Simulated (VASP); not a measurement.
## TiSi: single point with PBEsol

The system is TiSi.

```
CELL_PARAMETERS angstrom
1.76169 -2.05410 0.00000
1.76169 2.05410 0.00000
0.00000 0.00000 3.68982
ATOMIC_POSITIONS crystal
Ti 0.50000 0.50000 0.00000
Si 0.00000 0.00000 0.50000
```

This cell differs from its parent crystal: strain -0.030 along x and y, -0.030 along z.

- Program: VASP 6.6.1
- Task: single point
- Functional: PBEsol
- Potentials or basis: VASP PAW PBE potentials, release 64 (Ti_sv, Si)
- Cutoff: 520 eV
- k mesh: 18 × 18 × 12
- Occupations: gaussian, width 0.15 eV
- Spin: no spin polarisation

```json
{
 "Pressure": "10.0 GPa",
 "Band gap on the k mesh": "zero (bands 8 and 9 overlap by 1.93 eV)"
}
```

Stress tensor (GPa, compression positive):
```
10.52  0.00  0.00
 0.00  7.03  0.00
 0.00  0.00 12.42
```

Levels at points of the mesh, in eV from the Fermi level:
```tsv
k point	band 4	band 5	band 6	band 7	band 8	band 9	band 10	band 11	band 12	band 13
(0.00, 0.00, 0.00)	-32.17	-12.25	-2.67	-1.60	-1.29	1.83	2.59	3.24	5.76	6.50
(0.50, 0.00, 0.00)	-32.18	-7.73	-6.76	-3.12	-0.94	1.83	2.61	4.80	5.04	5.53
(0.50, 0.50, 0.00)	-32.62	-6.02	-3.95	-1.53	-1.51	-1.06	-0.42	3.50	3.54	4.72
(0.00, 0.00, 0.50)	-32.16	-10.72	-6.78	-0.94	0.63	0.71	1.85	3.33	7.00	8.87
(0.50, 0.00, 0.50)	-32.18	-8.22	-5.07	-2.58	-1.84	1.54	2.00	2.03	3.84	6.52
(0.50, 0.50, 0.50)	-32.66	-5.29	-4.21	-3.66	-2.73	2.40	2.65	2.86	4.56	4.73
```

Run time: 5.4 min on 1 thread of Intel Xeon 8259CL (shared host), peak memory 0.35 GiB.

Caveat: the cell differs from its parent crystal (strain -0.030 along x and y, -0.030 along z); the stress differs along the axes, from 7 to 12 GPa; the PAW data sets were made with another functional, which shifts forces and pressure a little.
